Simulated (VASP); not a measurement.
Write the native input for VASP 6.6.1 that does the following.

```
Task                   : single point
Functional             : PBE
Potentials or basis    : VASP PAW PBE potentials, release 64 (Pd)
Cutoff                 : 500 eV
k mesh                 : 8 × 8 × 8
Occupations            : gaussian, width 0.1 eV
Spin                   : no spin polarisation
Dipole correction      : no
Further INCAR settings : ALGO = Normal; EDIFF = 1e-06; NBANDS = 11
```

The structure of Pd lies in POSCAR:

```
Pd
1.0
    0.0000000000      1.9848236583      1.9848236583
    1.9848236583      0.0000000000      1.9848236583
    1.9848236583      1.9848236583      0.0000000000
Pd
1
Direct
    0.0000000000      0.0000000000      0.0000000000
```

This cell differs from its parent crystal: Ag replaced by Pd, lengths x 0.975, strained.

One way to write it, as run:

INCAR

```
ALGO     = Normal         # electronic algorithm
EDIFF    = 1E-6           # SCF threshold, eV
ENCUT    = 500            # plane-wave cutoff, eV
GGA      = PE             # functional
GGA_COMPAT= F            
ISIF     = 2              # what is computed and relaxed
ISMEAR   = 0              # smearing method
LASPH    = T              # aspherical terms in the spheres
LCHARG   = F              # write CHGCAR
LREAL    = F              # projectors in reciprocal space
LWAVE    = F              # write WAVECAR
NBANDS   = 11             # bands
NELM     = 120            # most SCF steps
PREC     = Accurate       # precision mode
SIGMA    = 0.1            # smearing width, eV
```

KPOINTS

```
k-points
0
Gamma
  8 8 8
```

Potentials or basis: VASP PAW PBE potentials, release 64 (Pd).

Run with:

```bash
$ cat potpaw_PBE.64/Pd/POTCAR > POTCAR
$ mpirun -np 1 vasp_std > vasp.out
```

Results of the run:

```
Pressure               : -2.8 GPa
Band gap on the k mesh : zero (bands 5 and 6 overlap by 1.45 eV)
```

Caveat: the cell differs from its parent crystal (Ag replaced by Pd, lengths x 0.975, strained).

It took 8.3 s on 1 thread of Intel Xeon 8259CL, on a shared host, peak memory 0.12 GiB.
